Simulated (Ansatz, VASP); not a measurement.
Two plane-wave programs on HfB2

POSCAR

```
HfB2
1.0
    0.0000000000      2.7160800000      2.7160800000
    2.7160800000      0.0000000000      2.7160800000
    2.7160800000      2.7160800000      0.0000000000
Hf B
1 2
Direct
    0.0000000000      0.0000000000      0.0000000000
    0.2500000000      0.2500000000      0.2500000000
    0.7500000000      0.7500000000      0.7500000000
```

The input INCAR.step1:

```
SYSTEM = HfB2
ALGO     = Normal         ! electronic algorithm
EDIFF    = 1E-5           ! SCF threshold, eV
ENCUT    = 520            ! plane-wave cutoff, eV
GGA      = PE             ! functional
ISIF     = 2              ! what is computed and relaxed
ISMEAR   = -1             ! smearing method
LASPH    = .TRUE.         ! aspherical terms in the spheres
LCHARG   = .FALSE.        ! write CHGCAR
LREAL    = .FALSE.        ! projectors in reciprocal space
LWAVE    = .TRUE.         ! write WAVECAR
NBANDS   = 15             ! bands
NELM     = 60             ! most SCF steps
PREC     = Accurate       ! precision mode
SIGMA    = 0.05           ! smearing width, eV
```

The input INCAR.step2:

```
SYSTEM = HfB2
AEXX     = 0.4            ! exact-exchange fraction
ALGO     = Normal         ! electronic algorithm
EDIFF    = 1E-6           ! SCF threshold, eV
ENCUT    = 520            ! plane-wave cutoff, eV
GGA      = PE             ! functional
HFSCREEN = 0.2            ! screening, 1/A
ISIF     = 2              ! what is computed and relaxed
ISMEAR   = -1             ! smearing method
ISTART   = 1            
LASPH    = .TRUE.         ! aspherical terms in the spheres
LCHARG   = .FALSE.        ! write CHGCAR
LHFCALC  = .TRUE.         ! exact exchange
LREAL    = .FALSE.        ! projectors in reciprocal space
LWAVE    = .FALSE.        ! write WAVECAR
NBANDS   = 15             ! bands
NELM     = 60             ! most SCF steps
PREC     = Accurate       ! precision mode
PRECFOCK = Normal       
SIGMA    = 0.05           ! smearing width, eV
```

The input KPOINTS:

```
k-points
0
G
  5 5 5
  0 0 0
```

input

```
crystal:
  lattice:
    - [0.0, 2.71608, 2.71608]
    - [2.71608, 0.0, 2.71608]
    - [2.71608, 2.71608, 0.0]
  atoms:
    - { symbol: Hf, position: [0.0, 0.0, 0.0] }
    - { symbol: B, position: [0.25, 0.25, 0.25] }
    - { symbol: B, position: [0.75, 0.75, 0.75] }
hamiltonian:
  xc: { exchange: pbe, correlation: pbe, exx: { coeff: 0.4, omega: 0.2 } }
  pseudopotentials: { kind: paw }
kpoints:
  mp_grid: { grid: [5, 5, 5] }
scf:
  occupations: { method: fermi_dirac, width: 0.05 }
output:
  forces: true
  stress: true
  eigenvalues: true
```

Alike in both runs: task single point; functional PBE-based screened hybrid with a share of 0.4 of exact exchange and HFSCREEN = 0.2; k mesh 5 × 5 × 5; occupations fermi-dirac, width 0.05 eV; no spin polarisation.

|  | VASP | Ansatz |
| --- | --- | --- |
| version | VASP 6.6.1 | Ansatz 0.2.0 |
| potentials or method | VASP PAW PBE potentials, release 64 (Hf_pv, B) | Ansatz PAW |
| plane-wave cutoff (eV) | 520 | 420 |
| valence electrons in the cell | 16 | 32 |

|  | VASP | Ansatz | Ansatz less VASP |
| --- | --- | --- | --- |
| gap on the k mesh at the Fermi level (eV) | none | none | - |
| pressure (GPa) | -4.6 | -2.8 | +1.85 |

VASP's potentials were made for PBE, not for PBE-based screened hybrid. A gap of «none» marks a metal or a gap that the smearing closes. VASP's potentials hold 16 valence electrons a cell and Ansatz's 32, so a difference there can come from the potentials and not from the codes.

The k mesh is coarse, so the values compare programs but aren't converged. Neither program's run includes spin-orbit coupling.
